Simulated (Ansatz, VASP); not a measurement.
KTaO3 in VASP and in Ansatz

Contents of INCAR:

```
SYSTEM = KTaO3
  ALGO = Normal
  EDIFF = 1E-6
  ENCUT = 520
  GGA = PE
  ISIF = 2
  ISMEAR = 0
  LASPH = .TRUE.
  LCHARG = .FALSE.
  LREAL = .FALSE.
  LWAVE = .FALSE.
  NBANDS = 27
  NELM = 80
  PREC = Accurate
  SIGMA = 0.02
```

KPOINTS

```
k-points
0
G
  8 8 8
  0 0 0
```

POSCAR

```
KTaO3
1.0
    3.9837658679      0.0000000000      0.0000000000
    0.0000000000      3.9837658679      0.0000000000
    0.0000000000      0.0000000000      3.9837658679
K Ta O
1 1 3
Direct
    0.0000000000      0.0000000000      0.0000000000
    0.5000000000      0.5000000000      0.5000000000
    0.5000000000      0.0000000000      0.5000000000
    0.5000000000      0.5000000000      0.0000000000
    0.0000000000      0.5000000000      0.5000000000
```

Input for Ansatz:

```yaml
crystal:
  lattice:
    - [3.9837658679, 0.0, 0.0]
    - [0.0, 3.9837658679, 0.0]
    - [0.0, 0.0, 3.9837658679]
  atoms:
    - { symbol: K, position: [0.0, 0.0, 0.0] }
    - { symbol: Ta, position: [0.5, 0.5, 0.5] }
    - { symbol: O, position: [0.5, 0.0, 0.5] }
    - { symbol: O, position: [0.5, 0.5, 0.0] }
    - { symbol: O, position: [0.0, 0.5, 0.5] }
basis:
  ecutwfc: 420
kpoints:
  mp_grid: { grid: [8, 8, 8] }
hamiltonian:
  xc: pbe
scf:
  occupations: { method: gaussian, width: 0.02 }
output:
  forces: true
  stress: true
  eigenvalues: true
```

Alike in both runs: task single point; functional PBE; k mesh 8 × 8 × 8; occupations gaussian, width 0.02 eV; no spin polarisation.

|  | VASP | Ansatz |
| --- | --- | --- |
| version | VASP 6.6.1 | Ansatz 0.2.0 |
| potentials or method | VASP PAW PBE potentials, release 64 (K_sv, Ta_pv, O), cutoff 520 eV | scalar-relativistic, plane waves, PAW |
| valence electrons in the cell | 38 | 40 |

|  | VASP | Ansatz | Ansatz less VASP |
| --- | --- | --- | --- |
| gap on the k mesh at the Fermi level (eV) | 2.18 | 2.23 | +0.047 |
| least direct gap on the mesh (eV) | 2.80 | 2.84 | +0.037 |
| pressure (GPa) | 6.8 | 6.1 | -0.69 |

The functional is the same, so the differences come from potentials, cutoffs and numerics. VASP's potentials hold 38 valence electrons a cell and Ansatz's 40, so a difference there can come from the potentials and not from the codes.

Spin-orbit coupling is off throughout.
